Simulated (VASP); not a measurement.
# Mo (Fm-3m) in VASP: further runs, part 2 of 2

VASP 6.6.1.

### 4 Single point, PBE (volume scaled by 1.03)

Input file INCAR:

```
PREC = Accurate
ENCUT = 520
EDIFF = 1E-6
ISMEAR = -1
SIGMA = 0.08
LREAL = False
LASPH = True
NELM = 100
ALGO = Normal
ISIF = 2
LWAVE = False
LCHARG = False
GGA = PE
NBANDS = 13
```

Input file KPOINTS:

```
regular mesh
0
Gamma
  17 17 17
```

Input file POSCAR:

```
Mo
1.0
    0.0000000000      2.0349517926      2.0349517926
    2.0349517926      0.0000000000      2.0349517926
    2.0349517926      2.0349517926      0.0000000000
Mo
1
Direct
    0.0000000000      0.0000000000      0.0000000000
```

Potentials or basis: VASP PAW PBE potentials, release 64 (Mo_sv).

The run is started by

```
$ cat potpaw_PBE.64/Mo_sv/POTCAR > POTCAR
$ mpirun -np 1 vasp_std > vasp.out
```

OUTCAR:

```text
PREC = Accurate
   ENCUT = 520
   EDIFF = 1E-6
   ISMEAR = -1
   LREAL = False
   LASPH = True
   NELM = 100
   ISIF = 2
   GGA = PE

 ion  position               nearest neighbor table
   1  0.000  0.000  0.000-

  LATTYP: Found a face centered cubic cell.
 ALAT       =     4.0699035852

  Lattice vectors:

 A1 = (   0.0000000000,   2.0349517926,   2.0349517926)
 A2 = (   2.0349517926,   0.0000000000,   2.0349517926)
 A3 = (   2.0349517926,   2.0349517926,   0.0000000000)

Analysis of symmetry for initial positions (statically):
=====================================================================
 Subroutine PRICEL returns:
 Original cell was already a primitive cell.

 Routine SETGRP: Setting up the symmetry group for a
 face centered cubic supercell.

 Subroutine GETGRP returns: Found 48 space group operations
 (whereof 48 operations were pure point group operations)
 out of a pool of 48 trial point group operations.

The static configuration has the point symmetry O_h .

Analysis of symmetry for dynamics (positions and initial velocities):
=====================================================================
 Subroutine PRICEL returns:
 Original cell was already a primitive cell.

 Routine SETGRP: Setting up the symmetry group for a
 face centered cubic supercell.

 Subroutine GETGRP returns: Found 48 space group operations
 (whereof 48 operations were pure point group operations)
 out of a pool of 48 trial point group operations.

The dynamic configuration has the point symmetry O_h .

 Subroutine INISYM returns: Found 48 space group operations
 (whereof 48 operations are pure point group operations),
 and found     1 'primitive' translations

----------------------------------------------------------------------------------------

                                     Primitive cell

  volume of cell :      16.8536

  direct lattice vectors                    reciprocal lattice vectors
     0.000000000  2.034951793  2.034951793    -0.245706066  0.245706066  0.245706066
     2.034951793  0.000000000  2.034951793     0.245706066 -0.245706066  0.245706066
     2.034951793  2.034951793  0.000000000     0.245706066  0.245706066 -0.245706066

  length of vectors
     2.877856424  2.877856424  2.877856424     0.425575391  0.425575391  0.425575391

  position of ions in fractional coordinates (direct lattice)
     0.000000000  0.000000000  0.000000000

  ion indices of the primitive-cell ions
   primitive index   ion index
                 1           1

----------------------------------------------------------------------------------------

 KPOINTS: regular mesh

Automatic generation of k-mesh.
 Grid dimensions read from file:
 generate k-points for:   17   17   17

 Generating k-lattice:

  Cartesian coordinates                     Fractional coordinates (reciprocal lattice)
    -0.014453298  0.014453298  0.014453298     0.058823529  0.000000000  0.000000000
     0.014453298 -0.014453298  0.014453298     0.000000000  0.058823529  0.000000000
     0.014453298  0.014453298 -0.014453298     0.000000000  0.000000000  0.058823529

  Length of vectors
     0.025033847  0.025033847  0.025033847

  Shift w.r.t. Gamma in fractional coordinates (k-lattice)
     0.000000000  0.000000000  0.000000000

 Subroutine IBZKPT returns following result:
 ===========================================

 Found    165 irreducible k-points:

 Following reciprocal coordinates:
            Coordinates               Weight
  0.000000  0.000000  0.000000      1.000000
  0.058824  0.000000  0.000000      8.000000
  0.117647  0.000000  0.000000      8.000000
  0.176471  0.000000  0.000000      8.000000
  0.235294  0.000000  0.000000      8.000000
  0.294118  0.000000  0.000000      8.000000
[... 16 lines left out ...]
 -0.176471  0.058824  0.000000     24.000000
 -0.117647  0.058824  0.000000     24.000000
 [... further k-points ...]
   k-points           NKPTS =    165   k-points in BZ     NKDIM =    165   number of bands    NBANDS=     13
   number of dos      NEDOS =    301   number of ions     NIONS =      1
   total plane-waves  NPLWV =  13824
   dimension x,y,z NGX =    24 NGY =   24 NGZ =   24
   dimension x,y,z NGXF=    48 NGYF=   48 NGZF=   48
   ions per type =               1
   NGX,Y,Z   is equivalent  to a cutoff of  13.86, 13.86, 13.86 a.u.
   NGXF,Y,Z  is equivalent  to a cutoff of  27.73, 27.73, 27.73 a.u.
 SYSTEM =  unknown system
   PREC   = accura    normal or accurate (medium, high low for compatibility)
   ISTART =      0    job   : 0-new  1-cont  2-samecut
   ICHARG =      2    charge: 1-file 2-atom 10-const
   ISPIN  =      1    spin polarized calculation?
   LNONCOLLINEAR =      F non collinear calculations
   LSORBIT =      F    spin-orbit coupling
   LASPH  =      T    aspherical Exc in radial PAW
   ENCUT  =  520.0 eV  38.22 Ry    6.18 a.u.   5.35  5.35  5.35*2*pi/ulx,y,z
   NELM   =    100;   NELMIN=  2; NELMDL= -5     # of ELM steps
   EDIFF  = 0.1E-05   stopping-criterion for ELM
   LREAL  =      F    real-space projection
   EDIFFG = 0.1E-04   stopping-criterion for IOM
   NSW    =      0    number of steps for IOM
   IBRION =     -1    ionic relax: 0-MD 1-quasi-New 2-CG
   NFREE  =      0    steps in history (QN), initial steepest desc. (CG)
   ISIF   =      2    stress and relaxation
   ISYM   =      2    0-nonsym 1-usesym 2-fastsym
   POTIM  = 0.5000    time-step for ionic-motion
   TEBEG  =    0.0;   TEEND  =   0.0 temperature during run
   PSTRESS=    0.0 pullay stress
   NELECT =      14.0000    total number of electrons
   NUPDOWN=      -1.0000    fix difference up-down
   EMIN   =  10.00;   EMAX   =-10.00  energy-range for DOS
   EFERMI =   0.00;   METHOD = LEGACY
   ISMEAR =    -1;   SIGMA  =   0.08  broadening in eV -4-tet -1-fermi 0-gaus
   EFERMI_NEDOS =   21; number of points for ismear=-14 and -15
   IALGO  =     38    algorithm
   IMIX   =      4    mixing-type and parameters
     AMIX     =   0.40;   BMIX     =  1.00
     AMIX_MAG =   1.60;   BMIX_MAG =  1.00
  volume/ion in A,a.u.               =      16.85       113.73
  Fermi-wavevector in a.u.,A,eV,Ry     =   1.538934  2.908164 32.222929  2.368318
  Thomas-Fermi vector in A             =   2.645233
   LORBIT       =      0    0 simple, 1 ext, 2 COOP (PROOUT), +10 PAW based schemes
   GGA     = PE    functional components
   LHFCALC =     F    Hartree Fock is set to
   AEXX    =    0.0000 exact exchange contribution
   IVDW    =     0    specifies the selected vdW correction
   LEPSILON=     F    determine dielectric tensor
   LRPA    =     F    only Hartree local field effects (RPA)
 non-spin polarized calculation
  energy-cutoff  :      520.00
  volume of cell :       16.85
 maximum number of plane-waves:       469
 NGX is ok and might be reduce to    24
   NGX = 11   NGY = 11   NGZ = 11

 number of electron      14.0000001 magnetization

 Free energy of the ion-electron system (eV)
  ---------------------------------------------------
  ext. energy  EPLUGINS =         0.00000000
  ---------------------------------------------------
  free energy    TOTEN  =       -10.49979044 eV

  energy without entropy =      -10.46947389  energy(sigma->0) =      -10.48463217

 E-fermi :  11.0281     XC(G=0): -12.9533

 val. band max:       11.0228169457   @ k =  -0.4118   0.1765   0.0588
 cond. band min:      11.0329573247   @ k =   0.4706   0.1176   0.0588
 fundamental gap:      0.0101403790
 Fermi energy:        11.0281047266

 k-point     1 :       0.0000    0.0000    0.0000
  band No.  band energies     occupation
      1     -49.7172      2.00000
      2     -23.1585      2.00000
      3     -23.1585      2.00000
      4     -23.1585      2.00000
      5       4.4495      2.00000
      6      10.3814      1.99938
      7      10.3814      1.99938
      8      10.3814      1.99938
      9      12.8658      0.00000
     10      12.8658      0.00000
     11      24.0882      0.00000
     12      29.1021      0.00000
     13      29.1021      0.00000

 k-point     2 :       0.0588    0.0000    0.0000
  band No.  band energies     occupation
      1     -49.7111      2.00000
      2     -23.1979      2.00000
      3     -23.1635      2.00000
      4     -23.1635      2.00000
      5       4.5835      2.00000
      6      10.2918      1.99980
      7      10.4416      1.99869
      8      10.4416      1.99869
      9      12.8188      0.00000
     10      12.8188      0.00000
     11      24.3415      0.00000
[... 339 lines left out ...]
 k-point    24 :      -0.1176    0.0588    0.0000
  band No.  band energies     occupation
      1     -49.6809      2.00000
      2     -23.3770      2.00000
      3     -23.2147      2.00000
      4     -23.1767      2.00000
      5       5.2492      2.00000
      6       9.8814      2.00000
      7      10.7060      1.96493
      8      10.7276      1.95431
      9      12.4213      0.00000
     10      12.9179      0.00000
     11      25.5064      0.00000
     12      26.8899      0.00000
     13      29.8158      0.00000

 [... further k-points ...]
[... 5 lines left out ...]
  --------------------------------------------------------------------------------------
  -------------------------------------------------------------------------------------
  Total       -1.0848182     -1.0848182     -1.0848182      0.0000000     -0.0000000      0.0000000
  in kB     -103.1276624   -103.1276624   -103.1276624      0.0000000     -0.0000000      0.0000000
  external PRESSURE =    -103.1276624 kB  Pullay stress =       0.0000000 kB

 VOLUME and BASIS-vectors are now :
 -----------------------------------------------------------------------------
  energy-cutoff  :      520.00
  volume of cell :       16.85
      direct lattice vectors                 reciprocal lattice vectors
     0.000000000  2.034951793  2.034951793    -0.245706066  0.245706066  0.245706066
     2.034951793  0.000000000  2.034951793     0.245706066 -0.245706066  0.245706066
     2.034951793  2.034951793  0.000000000     0.245706066  0.245706066 -0.245706066

 POSITION                                       TOTAL-FORCE (eV/Angst)
 -----------------------------------------------------------------------------------
      0.00000      0.00000      0.00000         0.000000      0.000000      0.000000
 -----------------------------------------------------------------------------------
    total drift:                               -0.000000      0.000000      0.000000

  FREE ENERGIE OF THE ION-ELECTRON SYSTEM (eV)
  ---------------------------------------------------
  free  energy   TOTEN  =       -10.4997904412 eV

  energy  without entropy=      -10.4694738909  energy(sigma->0) =      -10.48463217
```

OSZICAR:

```text
N       E                     dE             d eps       ncg     rms          rms(c)
DAV:   1     0.909741044099E+02    0.90974E+02   -0.80002E+03  4346   0.109E+03
DAV:   2    -0.999581165270E+01   -0.10097E+03   -0.97422E+02  4925   0.307E+02
DAV:   3    -0.111517294553E+02   -0.11559E+01   -0.11521E+01  4800   0.328E+01
DAV:   4    -0.111545232741E+02   -0.27938E-02   -0.27937E-02  4825   0.195E+00
DAV:   5    -0.111545427448E+02   -0.19471E-04   -0.19471E-04  4855   0.144E-01    0.119E+01
DAV:   6    -0.105730246128E+02    0.58152E+00   -0.78044E-01  4395   0.105E+01    0.293E+00
DAV:   7    -0.105034463730E+02    0.69578E-01   -0.12903E-01  4800   0.400E+00    0.886E-01
DAV:   8    -0.104997521478E+02    0.36942E-02   -0.40662E-03  4420   0.805E-01    0.161E-01
DAV:   9    -0.104997776418E+02   -0.25494E-04   -0.13493E-04  4994   0.141E-01    0.632E-02
DAV:  10    -0.104997902036E+02   -0.12562E-04   -0.13376E-05  4450   0.413E-02    0.623E-03
DAV:  11    -0.104997904412E+02   -0.23765E-06   -0.12714E-07  2630   0.352E-03
   1 F= -.10499790E+02 E0= -.10484632E+02  d E =-.303166E-01
```

stdout:

```text
POSCAR found type information on POSCAR Mo
 POSCAR found :  1 types and       1 ions
 scaLAPACK will be used
 LDA part: xc-table for (Slater+PW92), standard interpolation
 POSCAR, INCAR and KPOINTS ok, starting setup
 FFT: planning ... GRIDC
 FFT: planning ... GRID_SOFT
 FFT: planning ... GRID
 WAVECAR not read
 entering main loop
```

It used 37 s of CPU time on 1 thread of AMD EPYC 7R13 Processor (Zen 3) (shared host).

Results:

```yaml
Free_energy: -10.4998 eV
Pressure: -10.3 GPa
Band_gap_on_the_k_mesh: zero (band 7 reaches 14.62 eV, above the bottom of band 8 at 10.38 eV)
```

Levels at points of the mesh, in eV from the Fermi level:
```csv
k point,band 3,band 4,band 5,band 6,band 7,band 8,band 9,band 10,band 11,band 12
"(0.00, 0.00, 0.00)",-34.19,-34.19,-6.58,-0.65,-0.65,-0.65,1.84,1.84,13.06,18.07
```

### 5 Summary

| cell | gap on the mesh (eV) | pressure (GPa) |
| --- | --- | --- |
| a = 2.792 Å, angles 60.0°, 1 atom | none | 11.1 |
| a = 2.821 Å, angles 60.0°, 1 atom | none | 3.0 |
| a = 2.878 Å, angles 60.0°, 1 atom | none | -10.3 |

Alike in all rows: task single point; level PBE; potentials or basis VASP PAW PBE potentials, release 64 (Mo_sv); no spin polarisation; k mesh 17 × 17 × 17; cutoff (eV) 520; smearing fermi-dirac 0.08 eV.

Absolute energies hang on the potentials; compare differences alone.
